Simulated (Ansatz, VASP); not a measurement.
## MnHg: VASP beside Ansatz

Contents of INCAR:

```
SYSTEM = MnHg
  ALGO = Normal
  EDIFF = 1E-6
  ENCUT = 520
  GGA = PE
  ISIF = 2
  ISMEAR = -1
  ISPIN = 2
  LASPH = .True.
  LCHARG = .False.
  LMAXMIX = 4
  LORBIT = 11
  LREAL = .False.
  LWAVE = .False.
  MAGMOM = 4 0
  NBANDS = 24
  NELM = 150
  PREC = Accurate
  SIGMA = 0.1
```

Contents of KPOINTS:

```
k-points
0
Gamma
  10 10 10
  0 0 0
```

POSCAR

```
MnHg
1.0
    3.4220085827      0.0000000000      0.0000000000
    0.0000000000      3.4220085827      0.0000000000
    0.0000000000      0.0000000000      3.4220085827
Mn Hg
1 1
Direct
    0.5000000000      0.5000000000      0.5000000000
    0.0000000000      0.0000000000      0.0000000000
```

Input for Ansatz:

```yaml
crystal:
  lattice:
    - [3.4220085827, 0.0, 0.0]
    - [0.0, 3.4220085827, 0.0]
    - [0.0, 0.0, 3.4220085827]
  atoms:
    - { symbol: Mn, position: [0.5, 0.5, 0.5], spin: 4.0 }
    - { symbol: Hg, position: [0.0, 0.0, 0.0] }
magnetization:
  spin_polarized: true
kpoints:
  mp_grid: { grid: [10, 10, 10] }
scf:
  occupations: { method: fermi_dirac, width: 0.1 }
  lower_state_search: "off"
hamiltonian:
  xc: pbe
  pseudopotentials: { kind: paw }
output:
  forces: true
  stress: true
  eigenvalues: true
  populations: true
```

Change from the starting cell: volume scaled by 1.1, PAW files.

Alike in both runs: task single point; functional PBE; k mesh 10 × 10 × 10; occupations fermi-dirac, width 0.1 eV; collinear spin.

|  | VASP | Ansatz |
| --- | --- | --- |
| version | VASP 6.6.1 | Ansatz 0.2.0 |
| potentials or method | VASP PAW PBE potentials, release 64 (Mn_pv, Hg) | PAW with Ansatz's default frozen-core files, scalar-relativistic |
| plane-wave cutoff (eV) | 520 | 420 |
| valence electrons in the cell | 25 | 35 |

|  | VASP | Ansatz | Ansatz less VASP |
| --- | --- | --- | --- |
| pressure (GPa) | -5.0 | -5.2 | -0.26 |
| net moment per atom (μB) | 2.04 | 2.04 | -0.001 |
| size of the moment on the site where the two differ most (μB) | 3.96 | 4.06 | +0.090 |

Site moments also hang on the region over which each program counts them. With one functional, cell and mesh, what is left measures potentials, basis and numerics. VASP's potentials hold 25 valence electrons a cell and Ansatz's 35, so a difference there can come from the potentials and not from the codes.

Spin-orbit coupling is off throughout.
